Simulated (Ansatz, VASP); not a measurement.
## One calculation of Ge, two programs

The input INCAR:

```
SYSTEM = Ge
PREC     = Accurate       ! precision mode
ENCUT    = 520            ! plane-wave cutoff, eV
EDIFF    = 1E-6           ! SCF threshold, eV
ISMEAR   = 0              ! smearing method
SIGMA    = 0.15           ! smearing width, eV
LREAL    = .FALSE.        ! projectors in reciprocal space
LASPH    = .TRUE.         ! aspherical terms in the spheres
NELM     = 80             ! most SCF steps
ALGO     = Normal         ! electronic algorithm
ISIF     = 2              ! what is computed and relaxed
LWAVE    = .FALSE.        ! write WAVECAR
LCHARG   = .FALSE.        ! write CHGCAR
GGA      = PS             ! functional
NBANDS   = 13             ! bands
```

KPOINTS

```
Automatic mesh
0
G
  20 20 18
  0 0 0
```

Contents of POSCAR:

```
Ge
1.0
    1.3971490000     -2.5745108400      0.0000000000
    1.3971490000      2.5745108400      0.0000000000
    0.0000000000      0.0000000000      2.6982310000
Ge
1
Direct
    0.5000000000      0.5000000000      0.0000000000
```

Input for Ansatz:

```yaml
crystal:
  lattice:
    - [1.397149, -2.57451084, 0.0]
    - [1.397149, 2.57451084, 0.0]
    - [0.0, 0.0, 2.698231]
  atoms:
    - { symbol: Ge, position: [0.5, 0.5, 0.0] }
basis:
  ecutwfc: 420
kpoints:
  mp_grid: { grid: [20, 20, 18] }
hamiltonian:
  xc: pbesol
scf:
  occupations: { method: gaussian, width: 0.15 }
output:
  forces: true
  stress: true
  eigenvalues: true
```

Change from the starting cell: strain -0.0100 x Voigt [0, 1, 0, 0, 0, 0], atoms carried along.

Alike in both runs: task single point; functional PBEsol; k mesh 20 × 20 × 18; occupations gaussian, width 0.15 eV; no spin polarisation.

```csv
,VASP,Ansatz
version,VASP 6.6.1,Ansatz 0.2.0
potentials or method,"VASP PAW PBE potentials, release 64 (Ge_d), cutoff 520 eV","scalar-relativistic, plane waves, PAW"
valence electrons in the cell,14,14
```

VASP gave:

| Quantity | Value |
| --- | --- |
| gap on the k mesh at the Fermi level (eV) | none |
| pressure (GPa) | -3.6 |
| traceless stress, the component that is largest in VASP (GPa) | 0.89 |

Task: Estimate Ansatz's values.

Result: gap on the k mesh at the Fermi level (eV): none; pressure (GPa): -3.5; traceless stress, the component that is largest in VASP (GPa): 0.88.

VASP's potentials were made for PBE, not for PBEsol. A gap of «none» marks a metal or a gap that the smearing closes.
